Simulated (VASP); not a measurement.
A run of VASP 6.6.1 is set up as follows.

File INCAR:

```
SYSTEM = ZnO
ALGO = Normal ; EDIFF = 1E-7
ENCUT = 520 ; GGA = PE
ISIF = 2 ; ISMEAR = -1
LASPH = .True. ; LCHARG = .True.
LELF = .True. ; LREAL = .False.
LVHAR = .True. ; LWAVE = .False.
NBANDS = 26 ; NELM = 100
PREC = Accurate ; SIGMA = 0.02
```

KPOINTS

```
k-points
0
Gamma
  12 12 6
  0 0 0
```

File POSCAR:

```
ZnO
1.0
    3.3068627298      0.0000000000      0.0000000000
   -1.6534313649      2.8638271308      0.0000000000
    0.0000000000      0.0000000000      4.3338377583
Zn O
2 2
Direct
    0.3333333333      0.6666666667      0.2500000000
    0.6666666667      0.3333333333      0.7500000000
    0.6666666667      0.3333333333      0.2500000000
    0.3333333333      0.6666666667      0.7500000000
```

Potentials or basis: VASP PAW PBE potentials, release 64 (Zn, O).

Run with:

```sh
$ cat potpaw_PBE.64/Zn/POTCAR potpaw_PBE.64/O/POTCAR > POTCAR
$ mpirun -np 1 vasp_std > vasp.out
```

Task: Estimate the pressure.

Result: 28.2 GPa.

Task: Predict the band gap on the k mesh.

Result: 1.27 eV.

Stress tensor (GPa, compression positive):
```
29.96  0.00  0.00
 0.00 29.96  0.00
 0.00  0.00 24.76
```

Caveat: the cell differs from its parent crystal (strain -3.2%); the cell stands under pressure.
